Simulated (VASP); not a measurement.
Crystal: Si3Mo.

```xyz
4
Lattice="0.0000 3.4866 3.4866 3.4866 0.0000 3.4866 3.4866 3.4866 0.0000" Properties=species:S:1:pos:R:3 pbc="T T T"
Si    1.7433    1.7433    1.7433
Si    3.4866    3.4866    3.4866
Si    5.2299    5.2299    5.2299
Mo    0.0000    0.0000    0.0000
```

| Quantity | Value |
| --- | --- |
| Program | VASP 6.6.1 |
| Task | relaxation of cell and atoms |
| Functional | PBE |
| Potentials or basis | VASP PAW PBE potentials, release 64 (Si, Mo_sv) |
| Cutoff | 600 eV |
| k mesh | 4 × 4 × 4 |
| Occupations | gaussian, width 0.1 eV |
| Spin | no spin polarisation |

At the start: pressure -22.7 GPa; volume 21.19 Å³/atom.

Q: Where does the relaxation end?

A: Over 5 steps the energy falls by 678.0 meV/atom and the volume is 14.43 Å³/atom (-31.9 %); space group Fm-3m (No. 225, to 0.05 Å).

Step by step:
```
step  energy change (eV)  largest force (eV/Å)  pressure (GPa)  volume (Å³)
   1              0.0000                0.0000          -22.70        84.77
   2             -2.5630                0.0000           11.49        53.01
   3             -2.7118                0.0000            0.59        57.22
   4             -2.7120                0.0000           -0.45        57.71
   5             -2.7120                0.0000           -0.44        57.70
```

Final structure:
```
Si Mo
1.0
     0.00000    3.06702    3.06702
     3.06702    0.00000    3.06702
     3.06702    3.06702    0.00000
Si Mo
3 1
Direct
  0.25000 0.25000 0.25000
  0.50000 0.50000 0.50000
  0.75000 0.75000 0.75000
  0.00000 0.00000 0.00000
```

Caveat: the k points lie up to 0.44 Å⁻¹ apart in the final cell; the volume moved by over 15 % at a fixed basis, so the end points are rough.
